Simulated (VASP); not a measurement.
# AlO2 (Pnma) in VASP: single point with PBEsol

Aim: the single point of AlO2 with PBEsol.

Everything below comes from runs of VASP 6.6.1. Logs are shortened: lines on timing, memory, paths and dates and some standing lists are left out, and cuts for length are marked.

**1. The cell of the first run**

It takes space group Pnma (No. 62, orthorhombic). The conventional cell has a = 9.272 Å, b = 2.888 Å, c = 4.759 Å, α = 90.00°, β = 90.00°, γ = 90.00°. Al (site symmetry m) has 6 O at 1.80 to 2.09 Å within 2.4 Å. Within 2.4 Å of O (site symmetry m) lie 3 Al at 1.80 to 1.81 Å. Within 2.5 Å of O (site symmetry m) lie 3 Al at 1.89 to 2.09 Å and 2 O at 2.15 Å.

**2. Single point, PBEsol, collinear spin, ferromagnetic start**

INCAR

```
  PREC = Accurate
  ENCUT = 520
  EDIFF = 1E-6
  ISMEAR = 0
  SIGMA = 0.1
  LREAL = False
  LASPH = True
  NELM = 150
  ALGO = Normal
  ISIF = 2
  LWAVE = False
  LCHARG = False
  ISPIN = 2
  MAGMOM = 0 0 0 0 0.29 0.29 0.29 0.29 0.7 0.7 0.7 0.7
  LORBIT = 11
  GGA = PS
  NBANDS = 46
```

KPOINTS

```
Automatic mesh
0
Gamma
  2 8 4
```

POSCAR

```
AlO2
1.0
    9.2716135678      0.0000000000      0.0000000000
    0.0000000000      2.8882515839      0.0000000000
    0.0000000000      0.0000000000      4.7585630497
Al O
4 8
Direct
    0.1609973394      0.2500000000      0.9455618580
    0.8390026606      0.7500000000      0.0544381420
    0.3390026606      0.7500000000      0.4455618580
    0.6609973394      0.2500000000      0.5544381420
    0.7760286614      0.2500000000      0.2498937898
    0.2239713386      0.7500000000      0.7501062102
    0.7239713386      0.7500000000      0.7498937898
    0.2760286614      0.2500000000      0.2501062102
    0.9636930490      0.2500000000      0.8481480427
    0.0363069510      0.7500000000      0.1518519573
    0.5363069510      0.7500000000      0.3481480427
    0.4636930490      0.2500000000      0.6518519573
```

Potentials or basis: VASP PAW PBE potentials, release 64 (Al, O).

Started as:

```
$ cat potpaw_PBE.64/Al/POTCAR potpaw_PBE.64/O/POTCAR > POTCAR
$ mpirun -np 1 vasp_std > vasp.out
```

OUTCAR:

```text
PREC = Accurate
   ENCUT = 520
   EDIFF = 1E-6
   ISMEAR = 0
   LREAL = False
   LASPH = True
   NELM = 150
   ISIF = 2
   ISPIN = 2
   LORBIT = 11
   GGA = PS

 ion  position               nearest neighbor table
   1  0.161  0.250  0.946-   8 1.80   6 1.81   6 1.81   9 1.89  10 2.09  10 2.09   3 3.24   3 3.24
                             3 3.24   3 3.24   2 3.36   2 3.36
   2  0.839  0.750  0.054-   7 1.80   5 1.81   5 1.81  10 1.89   9 2.09   9 2.09   4 3.24   4 3.24
                             4 3.24   4 3.24   1 3.36   1 3.36
   3  0.339  0.750  0.446-   6 1.80   8 1.81   8 1.81  11 1.89  12 2.09  12 2.09   1 3.24   1 3.24
                             1 3.24   1 3.24   4 3.36   4 3.36
   4  0.661  0.250  0.554-   5 1.80   7 1.81   7 1.81  12 1.89  11 2.09  11 2.09   2 3.24   2 3.24
                             2 3.24   2 3.24   3 3.36   3 3.36
   5  0.776  0.250  0.250-   4 1.80   2 1.81   2 1.81
   6  0.224  0.750  0.750-   3 1.80   1 1.81   1 1.81
   7  0.724  0.750  0.750-   2 1.80   4 1.81   4 1.81
   8  0.276  0.250  0.250-   1 1.80   3 1.81   3 1.81
   9  0.964  0.250  0.848-   1 1.89   2 2.09   2 2.09
  10  0.036  0.750  0.152-   2 1.89   1 2.09   1 2.09
  11  0.536  0.750  0.348-   3 1.89   4 2.09   4 2.09
  12  0.464  0.250  0.652-   4 1.89   3 2.09   3 2.09

  LATTYP: Found a simple orthorhombic cell.
 ALAT       =     2.8882515839
 B/A-ratio  =     1.6475583624
 C/A-ratio  =     3.2101128653

  Lattice vectors:

 A1 = (   0.0000000000,   2.8882515839,   0.0000000000)
 A2 = (   0.0000000000,   0.0000000000,   4.7585630497)
 A3 = (   9.2716135678,   0.0000000000,   0.0000000000)

Analysis of symmetry for initial positions (statically):
=====================================================================
 Subroutine PRICEL returns:
 Original cell was already a primitive cell.

 Routine SETGRP: Setting up the symmetry group for a
 simple orthorhombic supercell.

 Subroutine GETGRP returns: Found  8 space group operations
 (whereof  2 operations were pure point group operations)
 out of a pool of  8 trial point group operations.

The static configuration has the point symmetry S_2 .
 The point group associated with its full space group is D_2h.

Analysis of symmetry for dynamics (positions and initial velocities):
=====================================================================
 Subroutine PRICEL returns:
 Original cell was already a primitive cell.

 Routine SETGRP: Setting up the symmetry group for a
 simple orthorhombic supercell.

 Subroutine GETGRP returns: Found  8 space group operations
 (whereof  2 operations were pure point group operations)
 out of a pool of  8 trial point group operations.

The dynamic configuration has the point symmetry S_2 .
 The point group associated with its full space group is D_2h.

[... 1269 lines left out ...]
     42      15.0054      0.00000

 [... further k-points ...]

 spin component 2

 k-point     1 :       0.0000    0.0000    0.0000
  band No.  band energies     occupation
      1     -15.9484      1.00000
      2     -15.3938      1.00000
      3     -14.9275      1.00000
      4     -14.0740      1.00000
      5     -13.7156      1.00000
      6     -13.6339      1.00000
[... 1069 lines left out ...]
     41      15.1831      0.00000
     42      15.1831      0.00000

 [... further k-points ...]

 [bands above 42 left out]

------------------------ aborting loop because EDIFF is reached ----------------------------------------

  FORCE on cell =-STRESS in cart. coord.  units (eV):
  Direction    XX          YY          ZZ          XY          YZ          ZX
  --------------------------------------------------------------------------------------
  -------------------------------------------------------------------------------------
  Total       -0.0547606     -0.1623424      0.3150313      0.0000000      0.0000000      0.0000000
  in kB       -0.6885141     -2.0411562      3.9609391      0.0000000      0.0000000      0.0000000
  external PRESSURE =       0.4104230 kB  Pullay stress =       0.0000000 kB

 VOLUME and BASIS-vectors are now :
 -----------------------------------------------------------------------------
  energy-cutoff  :      520.00
  volume of cell :      127.43
      direct lattice vectors                 reciprocal lattice vectors
     9.271613568  0.000000000  0.000000000     0.107856091  0.000000000  0.000000000
     0.000000000  2.888251584  0.000000000     0.000000000  0.346230226  0.000000000
     0.000000000  0.000000000  4.758563050     0.000000000  0.000000000  0.210147473

 POSITION                                       TOTAL-FORCE (eV/Angst)
 -----------------------------------------------------------------------------------
      1.49271      0.72206      4.49952        -0.002620      0.000000     -0.006937
      7.77891      2.16619      0.25905         0.002620     -0.000000      0.006937
      3.14310      2.16619      2.12023         0.002620      0.000000     -0.006937
      6.12851      0.72206      2.63833        -0.002620      0.000000      0.006937
      7.19504      0.72206      1.18914        -0.009120     -0.000000     -0.007745
      2.07658      2.16619      3.56943         0.009120     -0.000000      0.007745
      6.71238      2.16619      3.56842         0.009120      0.000000     -0.007745
      2.55923      0.72206      1.19015        -0.009120     -0.000000      0.007745
      8.93499      0.72206      4.03597        -0.017936     -0.000000     -0.044242
      0.33662      2.16619      0.72260         0.017936     -0.000000      0.044242
      4.97243      2.16619      1.65668         0.017936      0.000000     -0.044242
      4.29918      0.72206      3.10188        -0.017936     -0.000000      0.044242
 -----------------------------------------------------------------------------------
    total drift:                               -0.000000     -0.000000     -0.000000

  FREE ENERGIE OF THE ION-ELECTRON SYSTEM (eV)
  ---------------------------------------------------
  free  energy   TOTEN  =       -84.4053210719 eV

  energy  without entropy=      -84.4036505053  energy(sigma->0) =      -84.40448579

 total charge

# of ion       s       p       d       tot
------------------------------------------
    1        0.322   0.412   0.000   0.733
    2        0.322   0.412   0.000   0.733
    3        0.322   0.412   0.000   0.733
    4        0.322   0.412   0.000   0.733
    5        1.544   3.615   0.000   5.159
    6        1.544   3.615   0.000   5.159
    7        1.544   3.615   0.000   5.159
    8        1.544   3.615   0.000   5.159
    9        1.594   3.292   0.000   4.886
   10        1.594   3.292   0.000   4.886
   11        1.594   3.292   0.000   4.886
   12        1.594   3.292   0.000   4.886
--------------------------------------------------
tot         13.837  29.276   0.000  43.112

 magnetization (x)

# of ion       s       p       d       tot
------------------------------------------
    1       -0.005  -0.006   0.000  -0.012
    2       -0.005  -0.006   0.000  -0.012
    3       -0.005  -0.006   0.000  -0.012
    4       -0.005  -0.006   0.000  -0.012
    5        0.001   0.070   0.000   0.071
    6        0.001   0.070   0.000   0.071
    7        0.001   0.070   0.000   0.071
    8        0.001   0.070   0.000   0.071
    9        0.010   0.782   0.000   0.792
   10        0.010   0.782   0.000   0.792
   11        0.010   0.782   0.000   0.792
   12        0.010   0.782   0.000   0.792
--------------------------------------------------
tot          0.024   3.381   0.000   3.405
```

stdout:

```text
POSCAR found type information on POSCAR AlO
 POSCAR found :  2 types and      12 ions
 scaLAPACK will be used
 -----------------------------------------------------------------------------
|                                                                             |
|                                                                             |
|     You enforced a specific xc type in the INCAR file but a different       |
|     I HOPE YOU KNOW WHAT YOU ARE DOING!                                     |
|                                                                             |
 -----------------------------------------------------------------------------

 LDA part: xc-table for (Slater+PW92), standard interpolation
 POSCAR, INCAR and KPOINTS ok, starting setup
 FFT: planning ... GRIDC
 FFT: planning ... GRID_SOFT
 FFT: planning ... GRID
 WAVECAR not read
 entering main loop
```

It took 3.3 min on 1 thread of Intel Xeon 6975P-C (Granite Rapids), shared host; peak memory 0.42 GiB.

Results:

```
Free energy                                           : -84.4053 eV
Pressure                                              : 0.0 GPa
Largest force                                         : 0.048 eV/Å
Net moment                                            : 4.00 μB per cell
Site moments                                          : Al -0.01; O +0.07, +0.79 μB
Valence electrons inside the program's atomic spheres : Al 0.73; O 5.16, 4.89
```

Forces on the atoms (eV/Å):
```
Al  -0.003  0.000 -0.007
Al   0.003  0.000  0.007
Al   0.003  0.000 -0.007
Al  -0.003  0.000  0.007
O   -0.009  0.000 -0.008
O    0.009  0.000  0.008
O    0.009  0.000 -0.008
O   -0.009  0.000  0.008
O   -0.018  0.000 -0.044
O    0.018  0.000  0.044
O    0.018  0.000 -0.044
O   -0.018  0.000  0.044
```

Stress tensor (GPa, compression positive):
```
-0.07  0.00  0.00
 0.00 -0.20  0.00
 0.00  0.00  0.40
```

Caveat: the PAW data sets were made with another functional, which shifts forces and pressure a little.
